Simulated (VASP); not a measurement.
ReBPt: single point with PBE

The system is ReBPt.

```
CELL_PARAMETERS angstrom
3.74108 0.00000 0.00000
-1.87054 3.23987 0.00000
0.00000 0.00000 3.26610
ATOMIC_POSITIONS crystal
Re 0.00000 0.00000 0.50000
B 0.33333 0.66667 0.50000
Pt 0.66667 0.33333 0.00000
```

| Quantity | Value |
| --- | --- |
| Program | VASP 6.6.1 |
| Task | single point |
| Functional | PBE |
| Potentials or basis | VASP PAW PBE potentials, release 64 (Re, B, Pt) |
| Cutoff | 520 eV |
| k mesh | 6 × 6 × 6 |
| Occupations | gaussian, width 0.1 eV |
| Spin | no spin polarisation |
| Dipole correction | no |
| Further INCAR settings | ALGO = Fast; EDIFF = 1e-06; NBANDS = 17 |

* Pressure: 0.2 GPa
* Band gap on the k mesh: zero (band 10 reaches 9.55 eV, above the bottom of band 11 at 7.43 eV)

Stress tensor (GPa, compression positive):
```
 0.30  0.00  0.00
 0.00  0.30  0.00
 0.00  0.00 -0.04
```

Levels at points of the mesh, in eV from the Fermi level:
```tsv
k point	band 7	band 8	band 9	band 10	band 11	band 12	band 13	band 14
(0.00, 0.00, 0.00)	-2.91	-2.91	-1.81	0.86	0.86	1.51	5.39	7.53
(0.50, 0.00, 0.00)	-2.57	-1.81	-1.14	-0.50	0.30	0.88	1.88	5.30
(0.00, 0.00, 0.50)	-1.39	-0.48	-0.48	1.20	1.20	1.84	5.45	5.79
(0.50, 0.00, 0.50)	-2.69	-2.07	-1.62	-1.23	-0.91	0.42	3.61	5.37
```

Run time: 9.4 s on 1 thread of Intel(R) Xeon(R) 6975P-C (Granite Rapids) (shared host), peak memory 0.16 GiB.

Caveat: spin-orbit coupling is left out, which moves the levels of the heavy elements.
